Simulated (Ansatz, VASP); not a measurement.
## Pd2C in VASP and in Ansatz

INCAR

```
SYSTEM = Pd2C
PREC = Accurate ; ENCUT = 600
EDIFF = 1E-6 ; ISMEAR = 0
SIGMA = 0.1 ; LREAL = .False.
LASPH = .True. ; NELM = 100
ALGO = Normal ; ISIF = 3
LWAVE = .False. ; LCHARG = .False.
GGA = PE ; IBRION = 2
NSW = 100 ; EDIFFG = -0.01
```

The input KPOINTS:

```
regular mesh
0
Gamma
  16 16 16
  0 0 0
```

Contents of POSCAR:

```
Pd2C
1.0
    0.0000000000      2.6757844755      2.6757844755
    2.6757844755      0.0000000000      2.6757844755
    2.6757844755      2.6757844755      0.0000000000
Pd C
2 1
Direct
    0.2500000000      0.2500000000      0.2500000000
    0.7500000000      0.7500000000      0.7500000000
    0.0000000000      0.0000000000      0.0000000000
```

Input for Ansatz:

```yaml
crystal:
  lattice:
    - [0.0, 2.6757844755, 2.6757844755]
    - [2.6757844755, 0.0, 2.6757844755]
    - [2.6757844755, 2.6757844755, 0.0]
  atoms:
    - { symbol: Pd, position: [0.25, 0.25, 0.25] }
    - { symbol: Pd, position: [0.75, 0.75, 0.75] }
    - { symbol: C, position: [0.0, 0.0, 0.0] }
basis:
  ecutwfc: 420
kpoints:
  mp_grid: { grid: [16, 16, 16] }
hamiltonian:
  xc: pbe
scf:
  occupations: { method: gaussian, width: 0.1 }
output:
  forces: true
  stress: true
  eigenvalues: true
relax:
  adjacent_minimum: "off"
  f_tol: 0.01
  max_steps: 80
  cell: { stress_tol: 0.05 }
```

Change from the starting cell: species swapped into the PbF2 type (Fm-3m, No. 225).

Alike in both runs: task relaxation of cell and atoms; functional PBE; k mesh 16 × 16 × 16; occupations gaussian, width 0.1 eV; no spin polarisation.

|  | VASP | Ansatz |
| --- | --- | --- |
| version | VASP 6.6.1 | Ansatz 0.2.0 |
| potentials or method | VASP PAW PBE potentials, release 64 (Pd, C), cutoff 600 eV | scalar-relativistic, plane waves, PAW |
| valence electrons in the cell | 24 | 40 |

```csv
,VASP,Ansatz,Ansatz less VASP
"gap on the k mesh at the Fermi level, each at its own relaxed structure (eV)",none,none,-
relaxed volume (Å³/atom),12.74,12.75,+0.013
relaxed cell length with the largest relative difference (Å),3.781,3.782,+0.0013
```

A gap of «none» marks a metal or a gap that the smearing closes. VASP's potentials hold 24 valence electrons a cell and Ansatz's 40, so a difference there can come from the potentials and not from the codes.
